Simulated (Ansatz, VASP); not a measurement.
**KCoF3: VASP beside Ansatz**

Contents of INCAR:

```
SYSTEM = KCoF3
  ALGO = Normal
  EDIFF = 1E-6
  ENCUT = 520
  ISIF = 2
  ISMEAR = -1
  ISPIN = 2
  LASPH = .TRUE.
  LCHARG = .FALSE.
  LDAU = .TRUE.
  LDAUJ = 0 0 0
  LDAUL = -1 -1 2
  LDAUPRINT = 1
  LDAUTYPE = 2
  LDAUU = 0 0 3.32
  LMAXMIX = 4
  LORBIT = 11
  LREAL = .FALSE.
  LWAVE = .FALSE.
  MAGMOM = 0 0 0 0 3
  NBANDS = 32
  NELM = 150
  PREC = Accurate
  SIGMA = 0.1
```

File KPOINTS:

```
k-points
0
G
  5 5 5
  0 0 0
```

File POSCAR:

```
KCoF3
1.0
    4.0710000000      0.0000000000      0.0000000000
    0.0000000000      4.0710000000      0.0000000000
    0.0000000000      0.0000000000      4.0710000000
K F Co
1 3 1
Direct
    0.0000000000      0.0000000000      0.0000000000
    0.0000000000      0.5000000000      0.5000000000
    0.5000000000      0.0000000000      0.5000000000
    0.5000000000      0.5000000000      0.0000000000
    0.5000000000      0.5000000000      0.5000000000
```

Input for Ansatz:

```yaml
crystal:
  lattice:
    - [4.071, 0.0, 0.0]
    - [0.0, 4.071, 0.0]
    - [0.0, 0.0, 4.071]
  atoms:
    - { symbol: K, position: [0.0, 0.0, 0.0] }
    - { symbol: F, position: [0.0, 0.5, 0.5] }
    - { symbol: F, position: [0.5, 0.0, 0.5] }
    - { symbol: F, position: [0.5, 0.5, 0.0] }
    - { symbol: Co, position: [0.5, 0.5, 0.5], spin: 3.0 }
magnetization:
  spin_polarized: true
hamiltonian:
  xc: lda
  pseudopotentials: { kind: paw }
  hubbard: { sites: [{ species: Co, l: d, u_eff: 3.32 }] }
basis:
  ecutwfc: 420
kpoints:
  mp_grid: { grid: [5, 5, 5] }
scf:
  occupations: { method: fermi_dirac, width: 0.1 }
  lower_state_search: "off"
  max_iter: 70
output:
  forces: true
  stress: true
```

Alike in both runs: task single point; functional LDA; k mesh 5 × 5 × 5; occupations fermi-dirac, width 0.1 eV; collinear spin; Hubbard terms Co d U = 3.32 eV.

|  | VASP | Ansatz |
| --- | --- | --- |
| version | VASP 6.6.1 | Ansatz 0.2.0 |
| potentials or method | VASP PAW LDA potentials, release 64 (K_sv, F, Co), cutoff 520 eV | PAW, plane waves, scalar-relativistic |
| valence electrons in the cell | 39 | 47 |

Ansatz gave:

* pressure (GPa): -6.5
* net moment per atom (μB): 0.60
* size of the moment on the site where the two differ most (μB): 2.57

Estimate VASP's values.

pressure (GPa): -7.5; net moment per atom (μB): 0.60; size of the moment on the site where the two differ most (μB): 2.76.

LDA's correlation is that of Perdew and Zunger in VASP and of Perdew and Wang (1992) in Ansatz. Site moments also hang on the region over which each program counts them. The programs project onto different local orbitals, so the same U acts differently, and such runs can settle in different states. VASP's potentials hold 39 valence electrons a cell and Ansatz's 47, so a difference there can come from the potentials and not from the codes. Ansatz's warnings: filled band counts differ across k points.
